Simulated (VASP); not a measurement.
A run of VASP 6.6.1:

File INCAR:

```
PREC = Accurate
ENCUT = 520
EDIFF = 1E-6
ISMEAR = 0
SIGMA = 0.05
LREAL = False
LASPH = True
NELM = 100
ALGO = Normal
ISIF = 2
LWAVE = False
LCHARG = False
GGA = PS
NBANDS = 21
```

KPOINTS

```
Automatic mesh
0
Gamma
  15 15 3
```

POSCAR

```
C
1.0
   -2.4589102530      0.0000000000      0.0000000000
   -1.2294551265     -2.1294787447      0.0000000000
    0.0000000000      0.0000000000     12.2943044874
C
6
Direct
    0.6666666667      0.6666666667      0.1462936517
    1.0000000000      0.0000000000      0.7316218416
    0.3333333333      0.3333333333      0.4389577467
    0.6666666667      0.6666666667      0.7316693667
    1.0000000000      1.0000000000      0.4390052718
    0.3333333333      0.3333333333      0.1463411768
```

Potentials or basis: VASP PAW PBE potentials, release 64 (C).

The run is started by

```console
$ cat potpaw_PBE.64/C/POTCAR > POTCAR
$ mpirun -np 1 vasp_std > vasp.out
```

Hardware: 1 thread of Intel(R) Xeon(R) Platinum 8124M CPU @ 3.00GHz (Skylake/Cascade Lake) (shared host).

Question: Estimate the wall time of this run.

Answer: Wall time 77 s on 1 thread of Intel(R) Xeon(R) Platinum 8124M CPU @ 3.00GHz (Skylake/Cascade Lake), on a shared host, peak memory 0.21 GiB. Counts: scf iterations 14, k points 73.
